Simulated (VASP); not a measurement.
Wanted: the native input for a VASP 6.6.1 run.

| Item | Value |
| --- | --- |
| Task | single point |
| Functional | PBEsol |
| Potentials or basis | VASP PAW PBE potentials, release 64 (Na_pv, F) |
| Cutoff | 600 eV |
| k mesh | 8 × 8 × 8 |
| Occupations | gaussian, width 0.01 eV |
| Spin | no spin polarisation |
| Dipole correction | no |
| Further INCAR settings | ALGO = Normal; EDIFF = 1e-06; NBANDS = 14 |

The structure of NaF lies in POSCAR:

```
NaF
1.0
    0.0000000000      2.3200000000      2.3200000000
    2.3200000000      0.0000000000      2.3200000000
    2.3200000000      2.3200000000      0.0000000000
Na F
1 1
Direct
    0.0000000000      0.0000000000      0.0000000000
    0.5000000000      0.5000000000      0.5000000000
```

The input as run:

INCAR

```
  ALGO = Normal
  EDIFF = 1E-6
  ENCUT = 600
  GGA = PS
  GGA_COMPAT = F
  ISIF = 2
  ISMEAR = 0
  LASPH = T
  LCHARG = T
  LELF = T
  LREAL = F
  LVHAR = T
  LWAVE = F
  NBANDS = 14
  NELM = 120
  PREC = Accurate
  SIGMA = 0.01
```

KPOINTS

```
k-points
0
Gamma
  8 8 8
```

Potentials or basis: VASP PAW PBE potentials, release 64 (Na_pv, F).

Run with:

```console
$ cat potpaw_PBE.64/Na_pv/POTCAR potpaw_PBE.64/F/POTCAR > POTCAR
$ mpirun -np 1 vasp_std > vasp.out
```

Results of the run:

```yaml
Pressure: -0.5 GPa
Band_gap_on_the_k_mesh: 6.14 eV
```

Caveat: the PAW data sets were made with another functional, which shifts forces and pressure a little.

Run time: 31 s on 1 thread of AMD EPYC 7R43 64-Core Processor (Zen 3), with other jobs on the host, peak memory 0.12 GiB.
